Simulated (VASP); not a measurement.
# CdF2 (Fm-3m) in VASP: notebook

Aim: see how the results for CdF2 move with the level of theory and the settings. Levels: PBE, LDA. Tasks: single point.

Program: VASP 6.6.1. These are calculated values, not measurements. Logs are shortened: lines on timing, memory, paths and dates and some standing lists are left out, and cuts for length are marked.

## Step 1: The cell of the first run

The structure is cubic, space group Fm-3m (No. 225). Conventional cell: a = 5.388 Å, b = 5.388 Å, c = 5.388 Å, α = 90.00°, β = 90.00°, γ = 90.00°. Within 3.1 Å of Cd (site symmetry m-3m) lie 8 F at 2.33 Å. Within 3.1 Å of F (site symmetry -43m) lie 4 Cd at 2.33 Å and 6 F at 2.69 Å.

## Step 2: Single point, PBE

Input file INCAR:

```
PREC = Accurate ; ENCUT = 520
EDIFF = 1E-6 ; ISMEAR = -1
SIGMA = 0.05 ; LREAL = False
LASPH = True ; NELM = 80
ALGO = Normal ; ISIF = 2
LWAVE = False ; LCHARG = False
GGA = PE ; NBANDS = 20
```

Input file KPOINTS:

```
Automatic mesh
0
Gamma
  9 9 9
```

Input file POSCAR:

```
CdF2
1.0
    0.0000000000      2.6940000000      2.6940000000
    2.6940000000      0.0000000000      2.6940000000
    2.6940000000      2.6940000000      0.0000000000
Cd F
1 2
Direct
    0.0000000000      0.0000000000      0.0000000000
    0.7500000000      0.7500000000      0.7500000000
    0.2500000000      0.2500000000      0.2500000000
```

Potentials or basis: VASP PAW PBE potentials, release 64 (Cd, F).

Launch:

```console
$ cat potpaw_PBE.64/Cd/POTCAR potpaw_PBE.64/F/POTCAR > POTCAR
$ mpirun -np 1 vasp_std > vasp.out
```

OUTCAR:

```text
PREC = Accurate
   ENCUT = 520
   EDIFF = 1E-6
   ISMEAR = -1
   LREAL = False
   LASPH = True
   NELM = 80
   ISIF = 2
   GGA = PE

 ion  position               nearest neighbor table
   1  0.000  0.000  0.000-   2 2.33   2 2.33   2 2.33   2 2.33   3 2.33   3 2.33   3 2.33   3 2.33

   2  0.750  0.750  0.750-   1 2.33   1 2.33   1 2.33   1 2.33
   3  0.250  0.250  0.250-   1 2.33   1 2.33   1 2.33   1 2.33

  LATTYP: Found a face centered cubic cell.
 ALAT       =     5.3880000000

  Lattice vectors:

 A1 = (   0.0000000000,   2.6940000000,   2.6940000000)
 A2 = (   2.6940000000,   0.0000000000,   2.6940000000)
 A3 = (   2.6940000000,   2.6940000000,   0.0000000000)

Analysis of symmetry for initial positions (statically):
=====================================================================
 Subroutine PRICEL returns:
 Original cell was already a primitive cell.

 Routine SETGRP: Setting up the symmetry group for a
 face centered cubic supercell.

 Subroutine GETGRP returns: Found 48 space group operations
[... 9 lines left out ...]

 Routine SETGRP: Setting up the symmetry group for a
 face centered cubic supercell.

 Subroutine GETGRP returns: Found 48 space group operations
[... 11 lines left out ...]
                                     Primitive cell

  volume of cell :      39.1041

  direct lattice vectors                    reciprocal lattice vectors
     0.000000000  2.694000000  2.694000000    -0.185597624  0.185597624  0.185597624
     2.694000000  0.000000000  2.694000000     0.185597624 -0.185597624  0.185597624
     2.694000000  2.694000000  0.000000000     0.185597624  0.185597624 -0.185597624

  length of vectors
     3.809891337  3.809891337  3.809891337     0.321464515  0.321464515  0.321464515

  position of ions in fractional coordinates (direct lattice)
     0.000000000  0.000000000  0.000000000
     0.750000000  0.750000000  0.750000000
     0.250000000  0.250000000  0.250000000

  ion indices of the primitive-cell ions
   primitive index   ion index
                 1           1
                 2           2
                 3           3

----------------------------------------------------------------------------------------

 KPOINTS: Automatic mesh

Automatic generation of k-mesh.
 Grid dimensions read from file:
 generate k-points for:    9    9    9

 Generating k-lattice:

  Cartesian coordinates                     Fractional coordinates (reciprocal lattice)
    -0.020621958  0.020621958  0.020621958     0.111111111  0.000000000  0.000000000
     0.020621958 -0.020621958  0.020621958     0.000000000  0.111111111  0.000000000
     0.020621958  0.020621958 -0.020621958     0.000000000  0.000000000  0.111111111

  Length of vectors
     0.035718279  0.035718279  0.035718279

  Shift w.r.t. Gamma in fractional coordinates (k-lattice)
     0.000000000  0.000000000  0.000000000

 Subroutine IBZKPT returns following result:
 ===========================================

 Found     35 irreducible k-points:

 Following reciprocal coordinates:
            Coordinates               Weight
  0.000000  0.000000  0.000000      1.000000
  0.111111  0.000000  0.000000      8.000000
  0.222222  0.000000  0.000000      8.000000
  0.333333  0.000000  0.000000      8.000000
  0.444444  0.000000  0.000000      8.000000
  0.111111  0.111111  0.000000      6.000000
[... 16 lines left out ...]
 -0.333333  0.333333  0.000000     12.000000
  0.444444  0.444444  0.000000      6.000000
 [... further k-points ...]
   k-points           NKPTS =     35   k-points in BZ     NKDIM =     35   number of bands    NBANDS=     20
   number of dos      NEDOS =    301   number of ions     NIONS =      3
   total plane-waves  NPLWV =  21952
   dimension x,y,z NGX =    28 NGY =   28 NGZ =   28
   dimension x,y,z NGXF=    56 NGYF=   56 NGZF=   56
   ions per type =               1   2
   NGX,Y,Z   is equivalent  to a cutoff of  12.22, 12.22, 12.22 a.u.
   NGXF,Y,Z  is equivalent  to a cutoff of  24.44, 24.44, 24.44 a.u.
 SYSTEM =  unknown system
   PREC   = accura    normal or accurate (medium, high low for compatibility)
   ISTART =      0    job   : 0-new  1-cont  2-samecut
   ICHARG =      2    charge: 1-file 2-atom 10-const
   ISPIN  =      1    spin polarized calculation?
   LNONCOLLINEAR =      F non collinear calculations
   LSORBIT =      F    spin-orbit coupling
   LASPH  =      T    aspherical Exc in radial PAW
   ENCUT  =  520.0 eV  38.22 Ry    6.18 a.u.   7.08  7.08  7.08*2*pi/ulx,y,z
   NELM   =     80;   NELMIN=  2; NELMDL= -5     # of ELM steps
   EDIFF  = 0.1E-05   stopping-criterion for ELM
   LREAL  =      F    real-space projection
   EDIFFG = 0.1E-04   stopping-criterion for IOM
   NSW    =      0    number of steps for IOM
   IBRION =     -1    ionic relax: 0-MD 1-quasi-New 2-CG
   NFREE  =      0    steps in history (QN), initial steepest desc. (CG)
   ISIF   =      2    stress and relaxation
   ISYM   =      2    0-nonsym 1-usesym 2-fastsym
   POTIM  = 0.5000    time-step for ionic-motion
   TEBEG  =    0.0;   TEEND  =   0.0 temperature during run
   PSTRESS=    0.0 pullay stress
   NELECT =      26.0000    total number of electrons
   NUPDOWN=      -1.0000    fix difference up-down
   EMIN   =  10.00;   EMAX   =-10.00  energy-range for DOS
   EFERMI =   0.00;   METHOD = LEGACY
   ISMEAR =    -1;   SIGMA  =   0.05  broadening in eV -4-tet -1-fermi 0-gaus
   EFERMI_NEDOS =   21; number of points for ismear=-14 and -15
   IALGO  =     38    algorithm
   IMIX   =      4    mixing-type and parameters
     AMIX     =   0.40;   BMIX     =  1.00
     AMIX_MAG =   1.60;   BMIX_MAG =  1.00
  volume/ion in A,a.u.               =      13.03        87.96
  Fermi-wavevector in a.u.,A,eV,Ry     =   1.428867  2.700166 27.778468  2.041660
  Thomas-Fermi vector in A             =   2.548882
   LORBIT       =      0    0 simple, 1 ext, 2 COOP (PROOUT), +10 PAW based schemes
   GGA     = PE    functional components
   LHFCALC =     F    Hartree Fock is set to
   AEXX    =    0.0000 exact exchange contribution
   IVDW    =     0    specifies the selected vdW correction
   LEPSILON=     F    determine dielectric tensor
   LRPA    =     F    only Hartree local field effects (RPA)
 non-spin polarized calculation
  energy-cutoff  :      520.00
  volume of cell :       39.10
 maximum number of plane-waves:      1067
   NGX = 15   NGY = 15   NGZ = 15

 number of electron      25.9999990 magnetization

 Free energy of the ion-electron system (eV)
  ---------------------------------------------------
  ext. energy  EPLUGINS =         0.00000000
  ---------------------------------------------------
  free energy    TOTEN  =       -10.85931704 eV

  energy without entropy =      -10.85931704  energy(sigma->0) =      -10.85931704

 E-fermi :  -0.2248     XC(G=0): -10.4121

 val. band max:       -1.3402559582   @ k =  -0.3333   0.4444   0.2222
 cond. band min:       1.7564545244   @ k =   0.0000   0.0000   0.0000
 fundamental gap:      3.0967104827
 Fermi energy:        -0.2248423356

 k-point     1 :       0.0000    0.0000    0.0000
  band No.  band energies     occupation
      1     -22.1168      2.00000
      2     -21.0120      2.00000
      3      -6.9269      2.00000
      4      -6.9269      2.00000
      5      -6.9269      2.00000
      6      -5.7193      2.00000
[... 12 lines left out ...]
     19      18.5864      0.00000
     20      18.5864      0.00000

 k-point     2 :       0.1111    0.0000    0.0000
  band No.  band energies     occupation
      1     -22.0768      2.00000
      2     -21.0464      2.00000
      3      -6.8797      2.00000
      4      -6.8797      2.00000
      5      -6.7952      2.00000
      6      -5.7340      2.00000
[... 12 lines left out ...]
     19      18.2583      0.00000
     20      18.2583      0.00000

 k-point     3 :       0.2222    0.0000    0.0000
  band No.  band energies     occupation
      1     -21.9680      2.00000
      2     -21.1437      2.00000
      3      -6.7640      2.00000
      4      -6.7640      2.00000
      5      -6.4327      2.00000
      6      -5.7528      2.00000
[... 12 lines left out ...]
     19      17.6597      0.00000
     20      18.2219      0.00000

 k-point     4 :       0.3333    0.0000    0.0000
  band No.  band energies     occupation
      1     -21.8118      2.00000
      2     -21.2844      2.00000
      3      -6.6494      2.00000
      4      -6.6494      2.00000
      5      -5.9401      2.00000
      6      -5.7245      2.00000
[... 12 lines left out ...]
     19      17.1721      0.00000
     20      18.0078      0.00000

 k-point     5 :       0.4444    0.0000    0.0000
  band No.  band energies     occupation
      1     -21.6386      2.00000
      2     -21.4451      2.00000
      3      -6.5932      2.00000
      4      -6.5932      2.00000
      5      -5.6609      2.00000
      6      -5.6609      2.00000
[... 12 lines left out ...]
     19      16.9092      0.00000
     20      17.5234      0.00000

 k-point     6 :       0.1111    0.1111    0.0000
  band No.  band energies     occupation
      1     -22.0648      2.00000
      2     -21.0567      2.00000
      3      -6.8580      2.00000
      4      -6.8580      2.00000
      5      -6.7602      2.00000
      6      -5.7820      2.00000
[... 12 lines left out ...]
     19      18.1520      0.00000
     20      18.7050      0.00000

 k-point     7 :       0.2222    0.1111    0.0000
  band No.  band energies     occupation
      1     -21.9811      2.00000
      2     -21.1302      2.00000
      3      -6.7556      2.00000
      4      -6.7553      2.00000
      5      -6.4852      2.00000
      6      -5.8509      2.00000
[... 12 lines left out ...]
     19      18.5021      0.00000
     20      19.1569      0.00000
[... 277 lines left out ...]
 k-point    20 :       0.3333    0.3333    0.0000
  band No.  band energies     occupation
      1     -21.7711      2.00000
      2     -21.2946      2.00000
      3      -6.3687      2.00000
      4      -6.3387      2.00000
      5      -6.3387      2.00000
      6      -5.8228      2.00000
[... 12 lines left out ...]
     19      19.0391      0.00000
     20      19.5717      0.00000

 k-point    21 :       0.4444    0.3333    0.0000
  band No.  band energies     occupation
      1     -21.6900      2.00000
      2     -21.3602      2.00000
      3      -6.5156      2.00000
      4      -6.1936      2.00000
      5      -6.1277      2.00000
      6      -5.6296      2.00000
[... 12 lines left out ...]
     19      18.9031      0.00000
     20      19.6504      0.00000

 k-point    22 :      -0.4444    0.3333    0.0000
  band No.  band energies     occupation
      1     -21.6015      2.00000
      2     -21.4414      2.00000
      3      -6.5146      2.00000
      4      -6.1311      2.00000
      5      -5.9044      2.00000
      6      -5.7167      2.00000
[... 12 lines left out ...]
     19      19.3265      0.00000
     20      19.5170      0.00000

 k-point    23 :      -0.3333    0.3333    0.0000
  band No.  band energies     occupation
      1     -21.5347      2.00000
      2     -21.5149      2.00000
      3      -6.4659      2.00000
      4      -6.1837      2.00000
      5      -5.8431      2.00000
      6      -5.7197      2.00000
[... 12 lines left out ...]
     19      18.1552      0.00000
     20      20.4498      0.00000

 k-point    24 :       0.4444    0.4444    0.0000
  band No.  band energies     occupation
      1     -21.6636      2.00000
      2     -21.3739      2.00000
      3      -6.6701      2.00000
      4      -6.0267      2.00000
      5      -6.0267      2.00000
      6      -5.6071      2.00000
[... 12 lines left out ...]
     19      18.2491      0.00000
     20      20.0472      0.00000

 [... further k-points ...]
[... 5 lines left out ...]
  --------------------------------------------------------------------------------------
  -------------------------------------------------------------------------------------
  Total        1.5142990      1.5142990      1.5142990     -0.0000000     -0.0000000      0.0000000
  in kB       62.0439494     62.0439494     62.0439494     -0.0000000     -0.0000000      0.0000000
  external PRESSURE =      62.0439494 kB  Pullay stress =       0.0000000 kB

 VOLUME and BASIS-vectors are now :
 -----------------------------------------------------------------------------
  energy-cutoff  :      520.00
  volume of cell :       39.10
      direct lattice vectors                 reciprocal lattice vectors
     0.000000000  2.694000000  2.694000000    -0.185597624  0.185597624  0.185597624
     2.694000000  0.000000000  2.694000000     0.185597624 -0.185597624  0.185597624
     2.694000000  2.694000000  0.000000000     0.185597624  0.185597624 -0.185597624

 POSITION                                       TOTAL-FORCE (eV/Angst)
 -----------------------------------------------------------------------------------
      0.00000      0.00000      0.00000        -0.000000     -0.000000     -0.000000
      4.04100      4.04100      4.04100         0.000000     -0.000000      0.000000
      1.34700      1.34700      1.34700        -0.000000      0.000000     -0.000000
 -----------------------------------------------------------------------------------
    total drift:                                0.000000      0.000000      0.000000

  FREE ENERGIE OF THE ION-ELECTRON SYSTEM (eV)
  ---------------------------------------------------
  free  energy   TOTEN  =       -10.8593170431 eV

  energy  without entropy=      -10.8593170430  energy(sigma->0) =      -10.85931704
```

Wall time 15 s (1 thread of Intel Xeon 6975P-C (Granite Rapids), shared host); peak memory 0.17 GiB.

What came out:

- Free energy: -10.8593 eV
- Pressure: 6.2 GPa
- Band gap on the k mesh: 3.10 eV, indirect (least direct gap 3.57 eV)

## Step 3: Single point, LDA

Input file INCAR:

```
ALGO = Normal
EDIFF = 1E-6
ENCUT = 520
GGA = CA
ISIF = 2
ISMEAR = -1
LASPH = T
LCHARG = F
LREAL = F
LWAVE = F
NBANDS = 20
NELM = 80
PREC = Accurate
SIGMA = 0.05
```

Input file KPOINTS:

```
k-points
0
Gamma
  9 9 9
```

POSCAR is that of step 2.

Potentials or basis: VASP PAW LDA potentials, release 64 (Cd, F).

Launch:

```console
$ cat potpaw_LDA.64/Cd/POTCAR potpaw_LDA.64/F/POTCAR > POTCAR
$ mpirun -np 1 vasp_std > vasp.out
```

Run time: 10 s. Hardware: 1 thread of Intel Xeon 6975P-C (Granite Rapids), shared host; peak memory 0.15 GiB.

The run converged. Its results:

```yaml
Free_energy: -12.7156 eV
Pressure: -4.7 GPa
Band_gap_on_the_k_mesh: 2.83 eV, indirect (least direct gap 3.28 eV)
```

Levels at points of the mesh, in eV from the valence-band top:
| k point | band 11 | band 12 | band 13 | band 14 | band 15 | band 16 |
| --- | --- | --- | --- | --- | --- | --- |
| (0.00, 0.00, 0.00) | -0.45 | -0.45 | -0.45 | 2.83 | 12.34 | 12.34 |

## Step 4: Single point, LDA

This run uses another cell than the first one, of 13.30 Å³/atom, 1.020 times its volume.

Input file INCAR:

```
SYSTEM = CdF2
ALGO = Normal ; EDIFF = 1E-6
ENCUT = 520 ; GGA = CA
ISIF = 2 ; ISMEAR = -1
LASPH = .True. ; LCHARG = .False.
LREAL = .False. ; LWAVE = .False.
NBANDS = 20 ; NELM = 100
PREC = Accurate ; SIGMA = 0.05
```

Input file KPOINTS:

```
k-points
0
Gamma
  9 9 9
  0 0 0
```

Input file POSCAR:

```
CdF2
1.0
    0.0000000000      2.7118415796      2.7118415796
    2.7118415796      0.0000000000      2.7118415796
    2.7118415796      2.7118415796      0.0000000000
Cd F
1 2
Direct
    0.0000000000      0.0000000000      0.0000000000
    0.7500000000      0.7500000000      0.7500000000
    0.2500000000      0.2500000000      0.2500000000
```

Launch:

```console
$ cat potpaw_LDA.64/Cd/POTCAR potpaw_LDA.64/F/POTCAR > POTCAR
$ mpirun -np 1 vasp_std > vasp.out
```

Wall time 13 s (1 thread of Intel Xeon 6975P-C (Granite Rapids), shared host); peak memory 0.15 GiB.

It converged, with:

- Free energy: -12.6893 eV
- Pressure: -6.7 GPa
- Band gap on the k mesh: 2.76 eV, indirect (least direct gap 3.23 eV)

Levels at points of the mesh, in eV from the valence-band top:
```csv
k point,band 11,band 12,band 13,band 14,band 15,band 16
"(0.00, 0.00, 0.00)",-0.48,-0.48,-0.48,2.76,12.24,12.24
```

A k mesh can miss the band edges. As with any semilocal functional, this LDA gap is likely too small.

## Step 5: Single point, LDA

This run uses another cell than the first one, of 13.56 Å³/atom, 1.040 times its volume.

Input file INCAR:

```
PREC = Accurate
ENCUT = 520
EDIFF = 1E-7
ISMEAR = -1
SIGMA = 0.05
LREAL = False
LASPH = True
NELM = 60
ALGO = Normal
ISIF = 2
LWAVE = False
LCHARG = False
GGA = CA
NBANDS = 20
```

Input file KPOINTS:

```
Automatic mesh
0
Gamma
  9 9 9
```

Input file POSCAR:

```
CdF2
1.0
    0.0000000000      2.7294514339      2.7294514339
    2.7294514339      0.0000000000      2.7294514339
    2.7294514339      2.7294514339      0.0000000000
Cd F
1 2
Direct
    0.0000000000      0.0000000000      0.0000000000
    0.7500000000      0.7500000000      0.7500000000
    0.2500000000      0.2500000000      0.2500000000
```

Launch:

```console
$ cat potpaw_LDA.64/Cd/POTCAR potpaw_LDA.64/F/POTCAR > POTCAR
$ mpirun -np 1 vasp_std > vasp.out
```

It took 16 s on 1 thread of Intel Xeon 6975P-C (Granite Rapids), shared host; peak memory 0.15 GiB.

The run converged. Its results:

```
Free energy            : -12.6539 eV
Pressure               : -8.4 GPa
Band gap on the k mesh : 2.69 eV, indirect (least direct gap 3.19 eV)
```

Levels at points of the mesh, in eV from the valence-band top:
```
           k point  band 10  band 11  band 12  band 13  band 14  band 15  band 16  band 17
(0.00, 0.00, 0.00)    -0.88    -0.50    -0.50    -0.50     2.69    12.15    12.15    12.15
```

## Step 6: Single point, LDA

This run uses another cell than the first one, of 13.82 Å³/atom, 1.060 times its volume.

Input file INCAR:

```
SYSTEM = CdF2
PREC = Accurate ; ENCUT = 520
EDIFF = 1E-7 ; ISMEAR = -1
SIGMA = 0.05 ; LREAL = .False.
LASPH = .True. ; NELM = 60
ALGO = Normal ; ISIF = 2
LWAVE = .False. ; LCHARG = .False.
GGA = CA ; NBANDS = 20
```

Input file KPOINTS:

```
regular mesh
0
Gamma
  9 9 9
  0 0 0
```

Input file POSCAR:

```
CdF2
1.0
    0.0000000000      2.7468369436      2.7468369436
    2.7468369436      0.0000000000      2.7468369436
    2.7468369436      2.7468369436      0.0000000000
Cd F
1 2
Direct
    0.0000000000      0.0000000000      0.0000000000
    0.7500000000      0.7500000000      0.7500000000
    0.2500000000      0.2500000000      0.2500000000
```

Potentials or basis: VASP PAW LDA potentials, release 64 (Cd, F).

Launch:

```console
$ cat potpaw_LDA.64/Cd/POTCAR potpaw_LDA.64/F/POTCAR > POTCAR
$ mpirun -np 1 vasp_std > vasp.out
```

It took 16 s on 1 thread of Intel Xeon 6975P-C (Granite Rapids), shared host; peak memory 0.16 GiB.

Results (log left out):

- Free energy: -12.6105 eV
- Pressure: -9.9 GPa
- Band gap on the k mesh: 2.62 eV, indirect (least direct gap 3.15 eV)

Levels at points of the mesh, in eV from the valence-band top:
```tsv
k point	band 9	band 10	band 11	band 12	band 13	band 14	band 15	band 16	band 17	band 18
(0.00, 0.00, 0.00)	-0.84	-0.84	-0.52	-0.52	-0.52	2.62	12.06	12.06	12.06	16.64
```

## Step 7: Summary

```csv
level,potentials or basis,cell,gap on the mesh (eV),pressure (GPa)
PBE,"VASP PAW PBE potentials, release 64 (Cd, F)","a = 3.810 Å, angles 60.0°, 3 atoms",3.10,6.2
LDA,"VASP PAW LDA potentials, release 64 (Cd, F)","a = 3.810 Å, angles 60.0°, 3 atoms",2.83,-4.7
LDA,"VASP PAW LDA potentials, release 64 (Cd, F)","a = 3.835 Å, angles 60.0°, 3 atoms",2.76,-6.7
LDA,"VASP PAW LDA potentials, release 64 (Cd, F)","a = 3.860 Å, angles 60.0°, 3 atoms",2.69,-8.4
LDA,"VASP PAW LDA potentials, release 64 (Cd, F)","a = 3.885 Å, angles 60.0°, 3 atoms",2.62,-9.9
```

Alike in all rows: task single point; no spin polarisation; k mesh 9 × 9 × 9; cutoff (eV) 520; smearing fermi-dirac 0.05 eV.

Total energies depend on the potentials used, so only differences within one code and one set of settings carry meaning.
